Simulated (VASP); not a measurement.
# KF (I-4m2) in VASP: settings compared, part 2 of 2

VASP 6.6.1. Earlier steps stand in the parts before.

## 4. Single point, PBE (biaxial xy strain +3.5%)

Contents of INCAR:

```
PREC = Accurate
ENCUT = 520
EDIFF = 1E-6
ISMEAR = -1
SIGMA = 0.02
LREAL = F
LASPH = T
NELM = 100
ALGO = Normal
ISIF = 2
LWAVE = F
LCHARG = T
GGA = PE
LELF = T
LVHAR = T
NBANDS = 15
```

Contents of KPOINTS:

```
Automatic mesh
0
Gamma
  8 8 8
```

Contents of POSCAR:

```
KF
1.0
    0.0000000000      3.0387275601      2.9354014298
    3.0387275601      0.0000000000      2.9354014298
    3.0387275601      3.0387275601      0.0000000000
K F
1 1
Direct
    0.0000000000      0.0000000000      0.0000000000
    0.2500000000      0.2500000000      0.2500000000
```

Potentials or basis: VASP PAW PBE potentials, release 64 (K_sv, F).

Started as:

```bash
> cat potpaw_PBE.64/K_sv/POTCAR potpaw_PBE.64/F/POTCAR > POTCAR
> mpirun -np 1 vasp_std > vasp.out
```

OUTCAR:

```text
PREC = Accurate
   ENCUT = 520
   EDIFF = 1E-6
   ISMEAR = -1
   LREAL = F
   LASPH = T
   NELM = 100
   ISIF = 2
   GGA = PE

 ion  position               nearest neighbor table
   1  0.000  0.000  0.000-   2 2.60   2 2.60   2 2.60   2 2.60
   2  0.250  0.250  0.250-   1 2.60   1 2.60   1 2.60   1 2.60

  LATTYP: Found a body centered tetragonal cell.
 ALAT       =     4.2974097279
 C/A-ratio  =     1.3661259297

  Lattice vectors:

 A1 = (   0.0000000000,  -3.0387275601,  -2.9354014298)
 A2 = (   0.0000000000,   3.0387275601,  -2.9354014298)
 A3 = (   3.0387275601,   0.0000000000,   2.9354014298)

Analysis of symmetry for initial positions (statically):
=====================================================================
 Subroutine PRICEL returns:
 Original cell was already a primitive cell.

 Routine SETGRP: Setting up the symmetry group for a
 body centered tetragonal supercell.

 Subroutine GETGRP returns: Found  8 space group operations
 (whereof  8 operations were pure point group operations)
 out of a pool of 16 trial point group operations.

The static configuration has the point symmetry D_2d.

Analysis of symmetry for dynamics (positions and initial velocities):
=====================================================================
 Subroutine PRICEL returns:
 Original cell was already a primitive cell.

 Routine SETGRP: Setting up the symmetry group for a
 body centered tetragonal supercell.

 Subroutine GETGRP returns: Found  8 space group operations
 (whereof  8 operations were pure point group operations)
 out of a pool of 16 trial point group operations.

The dynamic configuration has the point symmetry D_2d.

 Subroutine INISYM returns: Found  8 space group operations
 (whereof  8 operations are pure point group operations),
 and found     1 'primitive' translations

[... 120 lines left out ...]
   LHFCALC =     F    Hartree Fock is set to
   AEXX    =    0.0000 exact exchange contribution
   IVDW    =     0    specifies the selected vdW correction
   LEPSILON=     F    determine dielectric tensor
   LRPA    =     F    only Hartree local field effects (RPA)
 non-spin polarized calculation
  energy-cutoff  :      520.00
  volume of cell :       54.21
 maximum number of plane-waves:      1482
   NGX = 15   NGY = 15   NGZ = 15

 number of electron      16.0000012 magnetization

 Free energy of the ion-electron system (eV)
  ---------------------------------------------------
  ext. energy  EPLUGINS =         0.00000000
  ---------------------------------------------------
  free energy    TOTEN  =        -8.12774341 eV

  energy without entropy =       -8.12774341  energy(sigma->0) =       -8.12774341

 E-fermi :  -3.2314     XC(G=0):  -6.7611

 val. band max:       -3.7653158889   @ k =  -0.2500   0.2500   0.5000
 cond. band min:       1.2004287315   @ k =   0.0000   0.0000   0.0000
 fundamental gap:      4.9657446205
 Fermi energy:        -3.2313889379

 k-point     1 :       0.0000    0.0000    0.0000
  band No.  band energies     occupation
      1     -30.1740      2.00000
      2     -22.2585      2.00000
      3     -13.5988      2.00000
      4     -13.5923      2.00000
      5     -13.5923      2.00000
      6      -3.9316      2.00000
      7      -3.9316      2.00000
      8      -3.9270      2.00000
      9       1.2004      0.00000
     10       7.5830      0.00000
     11       7.7102      0.00000
     12       7.7102      0.00000
     13       7.8320      0.00000
     14       7.9409      0.00000
[... 401 lines left out ...]
      2     -22.3063      2.00000
      3     -13.6824      2.00000
      4     -13.6354      2.00000
      5     -13.6007      2.00000
      6      -4.0324      2.00000
      7      -3.8796      2.00000
      8      -3.8505      2.00000
      9       3.0723      0.00000
     10       5.7996      0.00000
     11       6.9268      0.00000
     12       7.3366      0.00000
     13       8.6084      0.00000
     14       8.7438      0.00000
     15      10.0065      0.00000

 [... further k-points ...]

------------------------ aborting loop because EDIFF is reached ----------------------------------------

  FORCE on cell =-STRESS in cart. coord.  units (eV):
  Direction    XX          YY          ZZ          XY          YZ          ZX
  --------------------------------------------------------------------------------------
  -------------------------------------------------------------------------------------
  Total       -0.1992068     -0.1992068     -0.1659858      0.0000000     -0.0000000      0.0000000
  in kB       -5.8875366     -5.8875366     -4.9056945      0.0000000     -0.0000000      0.0000000
  external PRESSURE =      -5.5602559 kB  Pullay stress =       0.0000000 kB

 VOLUME and BASIS-vectors are now :
 -----------------------------------------------------------------------------
  energy-cutoff  :      520.00
  volume of cell :       54.21
      direct lattice vectors                 reciprocal lattice vectors
     0.000000000  3.038727560  2.935401430    -0.164542556  0.164542556  0.170334454
     3.038727560  0.000000000  2.935401430     0.164542556 -0.164542556  0.170334454
     3.038727560  3.038727560  0.000000000     0.164542556  0.164542556 -0.170334454

 POSITION                                       TOTAL-FORCE (eV/Angst)
 -----------------------------------------------------------------------------------
      0.00000      0.00000      0.00000         0.000000      0.000000      0.000000
      1.51936      1.51936      1.46770        -0.000000     -0.000000     -0.000000
 -----------------------------------------------------------------------------------
    total drift:                               -0.000000     -0.000000     -0.000000

  FREE ENERGIE OF THE ION-ELECTRON SYSTEM (eV)
  ---------------------------------------------------
  free  energy   TOTEN  =        -8.1277434130 eV

  energy  without entropy=       -8.1277434130  energy(sigma->0) =       -8.12774341
```

OSZICAR:

```text
N       E                     dE             d eps       ncg     rms          rms(c)
DAV:   1     0.108587129804E+03    0.10859E+03   -0.77941E+03  1770   0.988E+02
DAV:   2    -0.421264667822E+01   -0.11280E+03   -0.10355E+03  2220   0.268E+02
DAV:   3    -0.954375091397E+01   -0.53311E+01   -0.53037E+01  2448   0.528E+01
DAV:   4    -0.973312391967E+01   -0.18937E+00   -0.18935E+00  2363   0.847E+00
DAV:   5    -0.973456358538E+01   -0.14397E-02   -0.14397E-02  2468   0.823E-01    0.674E+00
DAV:   6    -0.817806158594E+01    0.15565E+01   -0.47578E+00  2001   0.153E+01    0.358E+00
DAV:   7    -0.812674308372E+01    0.51319E-01   -0.12833E-01  2040   0.248E+00    0.213E+00
DAV:   8    -0.812162263895E+01    0.51204E-02   -0.83889E-02  1994   0.266E+00    0.319E-01
DAV:   9    -0.812561564813E+01   -0.39930E-02   -0.83522E-03  2129   0.562E-01    0.148E-01
DAV:  10    -0.812779445455E+01   -0.21788E-02   -0.23099E-03  1819   0.397E-01    0.604E-02
DAV:  11    -0.812773100905E+01    0.63446E-04   -0.23782E-04  2421   0.115E-01    0.165E-02
DAV:  12    -0.812774234824E+01   -0.11339E-04   -0.14874E-05  1928   0.326E-02    0.522E-03
DAV:  13    -0.812774353759E+01   -0.11894E-05   -0.17258E-06  1964   0.114E-02    0.306E-03
DAV:  14    -0.812774341305E+01    0.12454E-06   -0.60258E-07  1809   0.567E-03
   1 F= -.81277434E+01 E0= -.81277434E+01  d E =-.440597E-12
```

It took 58 s on 1 thread of AMD EPYC 7R13, shared host; peak memory 0.17 GiB.

What came out:

| Item | Value |
| --- | --- |
| Free energy | -8.1277 eV |
| Pressure | -0.6 GPa |
| Band gap on the k mesh | 4.97 eV (least direct gap 5.13 eV) |

Levels at points of the mesh, in eV from the valence-band top:
```
           k point  band 4  band 5  band 6  band 7  band 8  band 9  band 10  band 11  band 12  band 13
(0.00, 0.00, 0.00)   -9.83   -9.83   -0.17   -0.17   -0.16    4.97    11.35    11.48    11.48    11.60
(0.50, 0.00, 0.00)   -9.87   -9.86   -0.25   -0.10   -0.09    7.76     8.84    10.55    10.72    12.58
(0.50, 0.50, 0.00)   -9.93   -9.87   -0.39   -0.01   -0.01    8.12     8.26    11.93    12.55    12.55
(0.50, 0.00, 0.50)   -9.91   -9.85   -0.40   -0.01    0.00    8.03     8.16    11.71    12.54    12.57
```

Caveat: the cell differs from its parent crystal (biaxial xy strain +3.5%); the structure was generated, so it needn't be the stable form of KF. A k mesh can miss the band edges.

## 5. Single point, r2SCAN (uniaxial z strain -5.8%)

Contents of POSCAR:

```
KF
1.0
    0.0000000000      2.9354014298      2.7666158476
    2.9354014298      0.0000000000      2.7666158476
    2.9354014298      2.9354014298      0.0000000000
K F
1 1
Direct
    0.0000000000      0.0000000000      0.0000000000
    0.2500000000      0.2500000000      0.2500000000
```

Contents of INCAR.step1:

```
  PREC = Accurate
  ENCUT = 520
  ISMEAR = 0
  SIGMA = 0.01
  LREAL = F
  LASPH = T
  NELM = 100
  NBANDS = 15
  GGA = PE
  ALGO = Normal
  EDIFF = 1E-4
  LWAVE = T
  LCHARG = F
```

Contents of INCAR.step2:

```
  PREC = Accurate
  ENCUT = 520
  EDIFF = 1E-6
  ISMEAR = 0
  SIGMA = 0.01
  LREAL = F
  LASPH = T
  NELM = 100
  ALGO = Normal
  ISIF = 2
  LWAVE = F
  LCHARG = F
  METAGGA = R2SCAN
  LMIXTAU = T
  NBANDS = 15
  ISTART = 1
```

Contents of KPOINTS:

```
regular mesh
0
Gamma
  8 8 8
```

Started as:

```bash
> cat potpaw_PBE.64/K_sv/POTCAR potpaw_PBE.64/F/POTCAR > POTCAR
> cp INCAR.step1 INCAR
> mpirun -np 1 vasp_std > vasp.out
> cp INCAR.step2 INCAR
> mpirun -np 1 vasp_std > vasp.out
```

Wall time 4 min (1 thread of AMD EPYC 7R13, shared host); peak memory 0.17 GiB.

Results (log left out):

| Quantity | Value |
| --- | --- |
| Free energy | -14.6896 eV |
| Pressure | 1.6 GPa |
| Band gap on the k mesh | 5.88 eV (least direct gap 6.14 eV) |

Stress tensor (GPa, compression positive):
```
1.66 0.00 0.00
0.00 1.66 0.00
0.00 0.00 1.47
```

Levels at points of the mesh, in eV from the valence-band top:
```csv
k point,band 4,band 5,band 6,band 7,band 8,band 9,band 10,band 11,band 12,band 13
"(0.00, 0.00, 0.00)",-9.67,-9.67,-0.26,-0.26,-0.26,5.88,12.59,12.88,12.88,13.08
"(0.50, 0.00, 0.00)",-9.74,-9.72,-0.29,-0.16,-0.14,8.75,10.15,11.73,12.06,14.13
"(0.50, 0.50, 0.00)",-9.84,-9.73,-0.50,-0.02,-0.01,9.07,9.16,14.07,14.08,14.10
"(0.50, 0.00, 0.50)",-9.79,-9.68,-0.51,-0.01,0.00,8.92,9.01,13.58,14.07,14.14
```

Caveat: the cell differs from its parent crystal (uniaxial z strain -5.8%); the structure was generated, so it needn't be the stable form of KF; the PAW data sets were made with another functional, which shifts forces and pressure a little. A k mesh can miss the band edges.

## 6. Overview

```tsv
level	cell	smearing	gap on the mesh (eV)	pressure (GPa)
PBE	a = 4.034, b = 4.034, c = 4.151 Å, angles 59.0, 59.0, 61.9°, 2 atoms	fermi-dirac 0.02 eV	5.31	2.6
PBE	a = 4.056, b = 4.056, c = 4.322 Å, angles 57.8, 57.8, 64.4°, 2 atoms	fermi-dirac 0.02 eV	5.17	1.1
PBE	a = 4.225, b = 4.225, c = 4.297 Å, angles 59.4, 59.4, 61.1°, 2 atoms	fermi-dirac 0.02 eV	4.97	-0.6
r2SCAN	a = 4.034, b = 4.034, c = 4.151 Å, angles 59.0, 59.0, 61.9°, 2 atoms	gaussian 0.01 eV	5.88	1.6
```

Alike in all rows: task single point; potentials or basis VASP PAW PBE potentials, release 64 (K_sv, F); no spin polarisation; k mesh 8 × 8 × 8; cutoff (eV) 520.

Caveats: the structure was generated, so it needn't be the stable form of KF; the PAW data sets were made with another functional, which shifts forces and pressure a little (at least some runs).

Total energies depend on the potentials used, so only differences within one code and one set of settings carry meaning.
